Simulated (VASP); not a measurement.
# W (Pm-3m) in VASP: single point with LDA

Aim: the single point of W with LDA.

Program: VASP 6.6.1. These are calculated values, not measurements. Logs are shortened: lines on timing, memory, paths and dates and some standing lists are left out, and cuts for length are marked.

## (1) The cell of the first run

Symmetry: Pm-3m, No. 221, cubic system. The conventional cell has a = 2.598 Å, b = 2.598 Å, c = 2.598 Å, α = 90.00°, β = 90.00°, γ = 90.00°. W (site symmetry m-3m) has 6 W at 2.60 Å within 3.4 Å.

## (2) Single point, LDA

Contents of INCAR:

```
SYSTEM = W
PREC     = Accurate       ! precision mode
ENCUT    = 520            ! plane-wave cutoff, eV
EDIFF    = 1E-7           ! SCF threshold, eV
ISMEAR   = -1             ! smearing method
SIGMA    = 0.13605693000000002 ! smearing width, eV
LREAL    = .False.        ! projectors in reciprocal space
LASPH    = .True.         ! aspherical terms in the spheres
NELM     = 100            ! most SCF steps
ALGO     = Normal         ! electronic algorithm
ISIF     = 2              ! what is computed and relaxed
LWAVE    = .False.        ! write WAVECAR
LCHARG   = .False.        ! write CHGCAR
NBANDS   = 13             ! bands
```

Contents of KPOINTS:

```
regular mesh
0
Gamma
  13 13 13
  0 0 0
```

Contents of POSCAR:

```
W
1.0
    2.5981742607      0.0000000000      0.0000000000
    0.0000000000      2.5981742607      0.0000000000
    0.0000000000      0.0000000000      2.5981742607
W
1
Direct
    0.0000000000      0.0000000000      0.0000000000
```

Potentials or basis: VASP PAW LDA potentials, release 64 (W_sv).

Command:

```console
$ cat potpaw_LDA.64/W_sv/POTCAR > POTCAR
$ mpirun -np 1 vasp_std > vasp.out
```

OUTCAR:

```text
SYSTEM = W
   PREC = Accurate
   ENCUT = 520
   EDIFF = 1E-7
   ISMEAR = -1
   LREAL = .False.
   LASPH = .True.
   NELM = 100
   ISIF = 2

 ion  position               nearest neighbor table
   1  0.000  0.000  0.000-

  LATTYP: Found a simple cubic cell.
 ALAT       =     2.5981742607

  Lattice vectors:

 A1 = (   2.5981742607,   0.0000000000,   0.0000000000)
 A2 = (   0.0000000000,   2.5981742607,   0.0000000000)
 A3 = (   0.0000000000,   0.0000000000,   2.5981742607)

Analysis of symmetry for initial positions (statically):
=====================================================================
 Subroutine PRICEL returns:
 Original cell was already a primitive cell.

 Routine SETGRP: Setting up the symmetry group for a
 simple cubic supercell.

 Subroutine GETGRP returns: Found 48 space group operations
 (whereof 48 operations were pure point group operations)
 out of a pool of 48 trial point group operations.

The static configuration has the point symmetry O_h .

Analysis of symmetry for dynamics (positions and initial velocities):
=====================================================================
 Subroutine PRICEL returns:
 Original cell was already a primitive cell.

 Routine SETGRP: Setting up the symmetry group for a
 simple cubic supercell.

 Subroutine GETGRP returns: Found 48 space group operations
 (whereof 48 operations were pure point group operations)
 out of a pool of 48 trial point group operations.

The dynamic configuration has the point symmetry O_h .

 Subroutine INISYM returns: Found 48 space group operations
 (whereof 48 operations are pure point group operations),
 and found     1 'primitive' translations

----------------------------------------------------------------------------------------

                                     Primitive cell

  volume of cell :      17.5390

  direct lattice vectors                    reciprocal lattice vectors
     2.598174261  0.000000000  0.000000000     0.384885654  0.000000000  0.000000000
     0.000000000  2.598174261  0.000000000     0.000000000  0.384885654  0.000000000
     0.000000000  0.000000000  2.598174261     0.000000000  0.000000000  0.384885654

  length of vectors
     2.598174261  2.598174261  2.598174261     0.384885654  0.384885654  0.384885654

  position of ions in fractional coordinates (direct lattice)
     0.000000000  0.000000000  0.000000000

  ion indices of the primitive-cell ions
   primitive index   ion index
                 1           1

----------------------------------------------------------------------------------------

 KPOINTS: regular mesh

Automatic generation of k-mesh.
 Grid dimensions read from file:
 generate k-points for:   13   13   13

 Generating k-lattice:

  Cartesian coordinates                     Fractional coordinates (reciprocal lattice)
     0.029606589  0.000000000  0.000000000     0.076923077  0.000000000  0.000000000
     0.000000000  0.029606589  0.000000000     0.000000000  0.076923077  0.000000000
     0.000000000  0.000000000  0.029606589     0.000000000  0.000000000  0.076923077

  Length of vectors
     0.029606589  0.029606589  0.029606589

  Shift w.r.t. Gamma in fractional coordinates (k-lattice)
     0.000000000  0.000000000  0.000000000

 Subroutine IBZKPT returns following result:
 ===========================================

 Found     84 irreducible k-points:

 Following reciprocal coordinates:
            Coordinates               Weight
  0.000000  0.000000  0.000000      1.000000
  0.076923  0.000000  0.000000      6.000000
  0.153846  0.000000  0.000000      6.000000
  0.230769  0.000000  0.000000      6.000000
  0.307692  0.000000  0.000000      6.000000
  0.384615  0.000000  0.000000      6.000000
[... 16 lines left out ...]
  0.307692  0.307692  0.000000     12.000000
  0.384615  0.307692  0.000000     24.000000
 [... further k-points ...]
   k-points           NKPTS =     84   k-points in BZ     NKDIM =     84   number of bands    NBANDS=     13
   number of dos      NEDOS =    301   number of ions     NIONS =      1
   total plane-waves  NPLWV =   8000
   dimension x,y,z NGX =    20 NGY =   20 NGZ =   20
   dimension x,y,z NGXF=    40 NGYF=   40 NGZF=   40
   ions per type =               1
   NGX,Y,Z   is equivalent  to a cutoff of  12.80, 12.80, 12.80 a.u.
   NGXF,Y,Z  is equivalent  to a cutoff of  25.59, 25.59, 25.59 a.u.
 SYSTEM =  W
   PREC   = accura    normal or accurate (medium, high low for compatibility)
   ISTART =      0    job   : 0-new  1-cont  2-samecut
   ICHARG =      2    charge: 1-file 2-atom 10-const
   ISPIN  =      1    spin polarized calculation?
   LNONCOLLINEAR =      F non collinear calculations
   LSORBIT =      F    spin-orbit coupling
   LASPH  =      T    aspherical Exc in radial PAW
   ENCUT  =  520.0 eV  38.22 Ry    6.18 a.u.   4.83  4.83  4.83*2*pi/ulx,y,z
   NELM   =    100;   NELMIN=  2; NELMDL= -5     # of ELM steps
   EDIFF  = 0.1E-06   stopping-criterion for ELM
   LREAL  =      F    real-space projection
   EDIFFG = 0.1E-05   stopping-criterion for IOM
   NSW    =      0    number of steps for IOM
   IBRION =     -1    ionic relax: 0-MD 1-quasi-New 2-CG
   NFREE  =      0    steps in history (QN), initial steepest desc. (CG)
   ISIF   =      2    stress and relaxation
   ISYM   =      2    0-nonsym 1-usesym 2-fastsym
   POTIM  = 0.5000    time-step for ionic-motion
   TEBEG  =    0.0;   TEEND  =   0.0 temperature during run
   PSTRESS=    0.0 pullay stress
   NELECT =      14.0000    total number of electrons
   NUPDOWN=      -1.0000    fix difference up-down
   EMIN   =  10.00;   EMAX   =-10.00  energy-range for DOS
   EFERMI =   0.00;   METHOD = LEGACY
   ISMEAR =    -1;   SIGMA  =   0.14  broadening in eV -4-tet -1-fermi 0-gaus
   EFERMI_NEDOS =   21; number of points for ismear=-14 and -15
   IALGO  =     38    algorithm
   IMIX   =      4    mixing-type and parameters
     AMIX     =   0.40;   BMIX     =  1.00
     AMIX_MAG =   1.60;   BMIX_MAG =  1.00
  volume/ion in A,a.u.               =      17.54       118.36
  Fermi-wavevector in a.u.,A,eV,Ry     =   1.518620  2.869776 31.377864  2.306208
  Thomas-Fermi vector in A             =   2.627717
   LORBIT       =      0    0 simple, 1 ext, 2 COOP (PROOUT), +10 PAW based schemes
   GGA     = CA    functional components
   LHFCALC =     F    Hartree Fock is set to
   AEXX    =    0.0000 exact exchange contribution
   IVDW    =     0    specifies the selected vdW correction
   LEPSILON=     F    determine dielectric tensor
   LRPA    =     F    only Hartree local field effects (RPA)
 non-spin polarized calculation
  energy-cutoff  :      520.00
  volume of cell :       17.54
 maximum number of plane-waves:       484
 NGX is ok and might be reduce to    20
   NGX =  9   NGY =  9   NGZ =  9

 number of electron      14.0000004 magnetization

 Free energy of the ion-electron system (eV)
  ---------------------------------------------------
  ext. energy  EPLUGINS =         0.00000000
  ---------------------------------------------------
  free energy    TOTEN  =       -12.68525065 eV

  energy without entropy =      -12.64104340  energy(sigma->0) =      -12.66314703

 E-fermi :   9.8097     XC(G=0): -13.1188

 val. band max:        9.7024212886   @ k =   0.4615   0.3846   0.1538
 cond. band min:       9.8916891156   @ k =   0.3846   0.3077   0.1538
 fundamental gap:      0.1892678270
 Fermi energy:         9.8096839628

 k-point     1 :       0.0000    0.0000    0.0000
  band No.  band energies     occupation
      1     -63.8587      2.00000
      2     -27.6444      2.00000
      3     -27.6444      2.00000
      4     -27.6444      2.00000
      5       1.0773      2.00000
      6       5.2278      2.00000
      7       5.2278      2.00000
      8      14.7130      0.00000
      9      14.7130      0.00000
     10      14.7130      0.00000
     11      24.8380      0.00000
     12      24.8380      0.00000
     13      24.8380      0.00000

 k-point     2 :       0.0769    0.0000    0.0000
  band No.  band energies     occupation
      1     -63.8520      2.00000
      2     -27.7359      2.00000
      3     -27.6368      2.00000
      4     -27.6368      2.00000
      5       1.2785      2.00000
      6       5.2796      2.00000
      7       5.4477      2.00000
      8      14.3692      0.00000
      9      14.3692      0.00000
     10      14.7368      0.00000
     11      23.8296      0.00000
     12      25.2824      0.00000
     13      25.2824      0.00000

 k-point     3 :       0.1538    0.0000    0.0000
  band No.  band energies     occupation
      1     -63.8334      2.00000
      2     -27.9839      2.00000
      3     -27.6156      2.00000
      4     -27.6156      2.00000
      5       1.8213      2.00000
      6       5.4268      2.00000
      7       6.0983      2.00000
      8      13.5384      0.00000
      9      13.5384      0.00000
     10      14.8036      0.00000
     11      21.9436      0.00000
     12      26.3894      0.00000
     13      26.3894      0.00000

 k-point     4 :       0.2308    0.0000    0.0000
  band No.  band energies     occupation
      1     -63.8072      2.00000
      2     -28.3214      2.00000
      3     -27.5855      2.00000
      4     -27.5855      2.00000
      5       2.5653      2.00000
      6       5.6438      2.00000
      7       7.0993      2.00000
      8      12.5668      0.00000
      9      12.5668      0.00000
     10      14.8994      0.00000
     11      20.2080      0.00000
     12      27.2902      0.00000
     13      27.7575      0.00000

 k-point     5 :       0.3077    0.0000    0.0000
  band No.  band energies     occupation
      1     -63.7792      2.00000
      2     -28.6654      2.00000
      3     -27.5534      2.00000
      4     -27.5534      2.00000
      5       3.3670      2.00000
      6       5.8878      2.00000
      7       8.1838      1.99999
      8      11.6960      0.00000
      9      11.6960      0.00000
     10      15.0032      0.00000
     11      19.1026      0.00000
     12      25.6303      0.00000
     13      29.0987      0.00000
[... 257 lines left out ...]
 k-point    22 :       0.4615    0.2308    0.0000
  band No.  band energies     occupation
      1     -63.6923      2.00000
      2     -29.0046      2.00000
      3     -28.1560      2.00000
      4     -27.4554      2.00000
      5       5.6932      2.00000
      6       6.1421      2.00000
      7       8.6693      1.99954
      8      11.0645      0.00020
      9      13.0314      0.00000
     10      13.2601      0.00000
     11      19.3979      0.00000
     12      25.9813      0.00000
     13      26.4541      0.00000

 k-point    23 :       0.3077    0.3077    0.0000
  band No.  band energies     occupation
      1     -63.7009      2.00000
      2     -28.5593      2.00000
      3     -28.5247      2.00000
      4     -27.4655      2.00000
      5       5.0043      2.00000
      6       6.3788      2.00000
      7      10.2368      0.08306
      8      10.8600      0.00089
      9      12.0240      0.00000
     10      12.3828      0.00000
     11      20.6915      0.00000
     12      23.0550      0.00000
     13      27.8648      0.00000

 k-point    24 :       0.3846    0.3077    0.0000
  band No.  band energies     occupation
      1     -63.6780      2.00000
      2     -28.8097      2.00000
      3     -28.5050      2.00000
      4     -27.4396      2.00000
      5       5.1151      2.00000
      6       6.2101      2.00000
      7      10.5834      0.00676
      8      11.5678      0.00000
      9      12.3775      0.00000
     10      12.4057      0.00000
     11      19.7987      0.00000
     12      23.7317      0.00000
     13      27.3401      0.00000

 [... further k-points ...]
[... 5 lines left out ...]
  --------------------------------------------------------------------------------------
  -------------------------------------------------------------------------------------
  Total       -0.0802668     -0.0802668     -0.0802668      0.0000000      0.0000000     -0.0000000
  in kB       -7.3323258     -7.3323258     -7.3323258      0.0000000      0.0000000     -0.0000000
  external PRESSURE =      -7.3323258 kB  Pullay stress =       0.0000000 kB

 VOLUME and BASIS-vectors are now :
 -----------------------------------------------------------------------------
  energy-cutoff  :      520.00
  volume of cell :       17.54
      direct lattice vectors                 reciprocal lattice vectors
     2.598174261  0.000000000  0.000000000     0.384885654  0.000000000  0.000000000
     0.000000000  2.598174261  0.000000000     0.000000000  0.384885654  0.000000000
     0.000000000  0.000000000  2.598174261     0.000000000  0.000000000  0.384885654

 POSITION                                       TOTAL-FORCE (eV/Angst)
 -----------------------------------------------------------------------------------
      0.00000      0.00000      0.00000         0.000000      0.000000      0.000000
 -----------------------------------------------------------------------------------
    total drift:                               -0.000000      0.000000      0.000000

  FREE ENERGIE OF THE ION-ELECTRON SYSTEM (eV)
  ---------------------------------------------------
  free  energy   TOTEN  =       -12.6852506516 eV

  energy  without entropy=      -12.6410434033  energy(sigma->0) =      -12.66314703
```

Wall time 10 s (1 thread of Intel Xeon Platinum 8259CL at 2.50GHz (Skylake/Cascade Lake), shared host); peak memory 0.13 GiB.

Results:

* Free energy: -12.6853 eV
* Pressure: -0.7 GPa
* Band gap on the k mesh: zero (band 7 reaches 11.67 eV, above the bottom of band 8 at 8.98 eV)

Levels at points of the mesh, in eV from the Fermi level:
```csv
k point,band 4,band 5,band 6,band 7,band 8,band 9,band 10,band 11
"(0.00, 0.00, 0.00)",-37.45,-8.73,-4.58,-4.58,4.90,4.90,4.90,15.03
```

Caveat: spin-orbit coupling is left out, which moves the levels of the heavy elements.
